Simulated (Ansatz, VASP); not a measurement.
# One calculation of Ba, two programs

Contents of INCAR:

```
PREC = Accurate
ENCUT = 520
EDIFF = 1E-6
ISMEAR = 0
SIGMA = 0.1
LREAL = F
LASPH = T
NELM = 80
ALGO = Fast
ISIF = 2
LWAVE = F
LCHARG = F
GGA = PS
NBANDS = 17
```

File KPOINTS:

```
Automatic mesh
0
Gamma
  10 10 6
```

POSCAR

```
Ba
1.0
    3.5946830667     -2.2973043359      0.0000000000
    3.5946830667      2.2973043359      0.0000000000
    0.0000000000      0.0000000000      7.2237664919
Ba
2
Direct
    0.7269082956      0.2730917044      0.2500000000
    0.2730917044      0.7269082956      0.7500000000
```

Input for Ansatz:

```yaml
crystal:
  lattice:
    - [3.5946830667, -2.2973043359, 0.0]
    - [3.5946830667, 2.2973043359, 0.0]
    - [0.0, 0.0, 7.2237664919]
  atoms:
    - { symbol: Ba, position: [0.7269082956, 0.2730917044, 0.25] }
    - { symbol: Ba, position: [0.2730917044, 0.7269082956, 0.75] }
basis:
  ecutwfc: 420
kpoints:
  mp_grid: { grid: [10, 10, 6] }
hamiltonian:
  xc: pbesol
scf:
  occupations: { method: gaussian, width: 0.1 }
output:
  forces: true
  stress: true
  eigenvalues: true
```

Alike in both runs: task single point; functional PBEsol; k mesh 10 × 10 × 6; occupations gaussian, width 0.1 eV; no spin polarisation.

|  | VASP | Ansatz |
| --- | --- | --- |
| version | VASP 6.6.1 | Ansatz 0.2.0 |
| potentials or method | VASP PAW PBE potentials, release 64 (Ba_sv), cutoff 520 eV | scalar-relativistic, plane waves, PAW |
| valence electrons in the cell | 20 | 20 |

VASP gave:

| Property | Result |
| --- | --- |
| gap on the k mesh at the Fermi level (eV) | none |
| pressure (GPa) | -0.1 |
| traceless stress, the component that is largest in VASP (GPa) | 0.41 |
| rms of the force components (eV/Å) | 0.078 |

Q: Estimate Ansatz's values.

A: gap on the k mesh at the Fermi level (eV): none; pressure (GPa): -0.2; traceless stress, the component that is largest in VASP (GPa): 0.40; rms of the force components (eV/Å): 0.077.

VASP's potentials were made for PBE, not for PBEsol. Atom by atom the forces differ by 0.001 eV/Å (rms over components). A gap of «none» marks a metal or a gap that the smearing closes.

Spin-orbit coupling is off throughout.
